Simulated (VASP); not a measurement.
Here is a VASP 6.6.1 calculation.

The input INCAR:

```
SYSTEM = Cu3O2
  ALGO = Normal
  EDIFF = 1E-6
  ENCUT = 520
  GGA = PS
  ISIF = 2
  ISMEAR = -1
  LASPH = .True.
  LCHARG = .False.
  LREAL = .False.
  LWAVE = .False.
  NBANDS = 30
  NELM = 80
  PREC = Accurate
  SIGMA = 0.05
```

Contents of KPOINTS:

```
k-points
0
Gamma
  8 8 8
  0 0 0
```

POSCAR

```
Cu3O2
1.0
   -2.0229820000      2.0229820000      3.6368808300
    2.0229820000     -2.0229820000      3.6368808300
    2.0229820000      2.0229820000     -3.6368808300
Cu O
3 2
Direct
    0.0000000000      0.0000000000      0.0000000000
    0.7500000000      0.2500000000      0.5000000000
    0.2500000000      0.7500000000      0.5000000000
    0.5000000000      0.0000000000      0.5000000000
    0.0000000000      0.5000000000      0.5000000000
```

Potentials or basis: VASP PAW PBE potentials, release 64 (Cu, O).

Launch:

```console
$ cat potpaw_PBE.64/Cu/POTCAR potpaw_PBE.64/O/POTCAR > POTCAR
$ mpirun -np 1 vasp_std > vasp.out
```

Estimate the pressure.

-3.2 GPa.

Stress tensor (GPa, compression positive):
```
-3.60  0.00  0.00
 0.00 -3.60  0.00
 0.00  0.00 -2.45
```

Caveat: the PAW data sets were made with another functional, which shifts forces and pressure a little; an odd number of electrons without spin polarisation forces a metal; a magnetic or distorted state may lie lower.
